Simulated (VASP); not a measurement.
Wanted: the native input for a VASP 6.6.1 run.

```yaml
Task: single point
Functional: PBE
Potentials_or_basis: VASP PAW PBE potentials, release 64 (Ba_sv)
Cutoff: 520 eV
k_mesh: 21 × 21 × 6
Occupations: gaussian, width 0.1 eV
Spin: no spin polarisation
Dipole_correction: no
Further_INCAR_settings: ALGO = Normal; EDIFF = 1e-06; NBANDS = 28
```

The structure of Ba lies in POSCAR:

```
Ba
1.0
    4.4913442427      0.0000000000      0.0000000000
   -2.2456721213      3.8896182113      0.0000000000
    0.0000000000      0.0000000000     14.6577969609
Ba
4
Direct
    0.0000000000      0.0000000000      0.0000000000
    0.3333333333      0.6666666667      0.2500000000
    0.0000000000      0.0000000000      0.5000000000
    0.6666666667      0.3333333333      0.7500000000
```

This isn't the form of Ba at room conditions, which is bcc.

One way to write it, as run:

INCAR

```
  ALGO = Normal
  EDIFF = 1E-6
  ENCUT = 520
  GGA = PE
  ISIF = 2
  ISMEAR = 0
  LASPH = True
  LCHARG = False
  LREAL = False
  LWAVE = False
  NBANDS = 28
  NELM = 100
  PREC = Accurate
  SIGMA = 0.1
```

KPOINTS

```
k-points
0
Gamma
  21 21 6
```

Potentials or basis: VASP PAW PBE potentials, release 64 (Ba_sv).

The run is started by

```bash
$ cat potpaw_PBE.64/Ba_sv/POTCAR > POTCAR
$ mpirun -np 1 vasp_std > vasp.out
```

Results of the run:

```json
{"Pressure": "0.1 GPa", "Band gap on the k mesh": "zero (bands 20 and 21 overlap by 0.14 eV)"}
```

Caveat: spin-orbit coupling is left out, which moves the levels of the heavy elements.

It took 12 min on 1 thread of AMD EPYC 9R45 96-Core Processor (Zen 5), on a shared host, peak memory 1.1 GiB.
